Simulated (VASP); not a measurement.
**Te2Mo: single point with LDA**

The system is Te2Mo, a slab with vacuum.

```xyz
6
Lattice="3.5604 0.0000 0.0000 -1.7802 3.0834 0.0000 0.0000 0.0000 24.8113" Properties=species:S:1:pos:R:3 pbc="T T T"
Te    0.0000    2.0556    5.5488
Te    1.7802    1.0278   22.8420
Te    1.7802    1.0278   19.2625
Te    0.0000    2.0556    1.9693
Mo    1.7802    1.0278    3.7599
Mo    0.0000    2.0556   21.0513
```

```
Program             : VASP 6.6.1
Task                : single point
Functional          : LDA
Potentials or basis : VASP PAW LDA potentials, release 64 (Te, Mo_sv)
Cutoff              : 520 eV
k mesh              : 12 × 12 × 2
Occupations         : gaussian, width 0.01 eV
Spin                : no spin polarisation
```

```
Largest force          : 0.360 eV/Å
Band gap on the k mesh : 1.02 eV
```

Forces in eV/Å, atoms in the order of the input:
```
Te   0.000  0.000 -0.360
Te   0.000  0.000 -0.256
Te   0.000  0.000  0.360
Te   0.000  0.000  0.256
Mo   0.000  0.000 -0.007
Mo   0.000  0.000  0.007
```

Levels at points of the mesh, in eV from the valence-band top:
| k point | band 22 | band 23 | band 24 | band 25 | band 26 | band 27 | band 28 | band 29 | band 30 | band 31 |
| --- | --- | --- | --- | --- | --- | --- | --- | --- | --- | --- |
| (0.00, 0.00, 0.00) | -0.92 | -0.92 | -0.92 | -0.51 | -0.10 | 3.02 | 3.02 | 3.05 | 3.05 | 3.31 |
| (0.50, 0.00, 0.00) | -1.53 | -0.71 | -0.71 | -0.38 | -0.33 | 1.36 | 1.37 | 1.66 | 1.75 | 3.03 |
| (0.00, 0.00, 0.50) | -0.92 | -0.92 | -0.92 | -0.51 | -0.10 | 3.02 | 3.02 | 3.05 | 3.05 | 3.31 |
| (0.50, 0.00, 0.50) | -1.53 | -0.71 | -0.71 | -0.38 | -0.33 | 1.36 | 1.37 | 1.66 | 1.75 | 3.03 |

Run time: 7.3 min on 1 thread of AMD EPYC 7R13 Processor (Zen 3) (shared host), peak memory 0.46 GiB.

Caveat: spin-orbit coupling is left out, which moves the levels of the heavy elements.
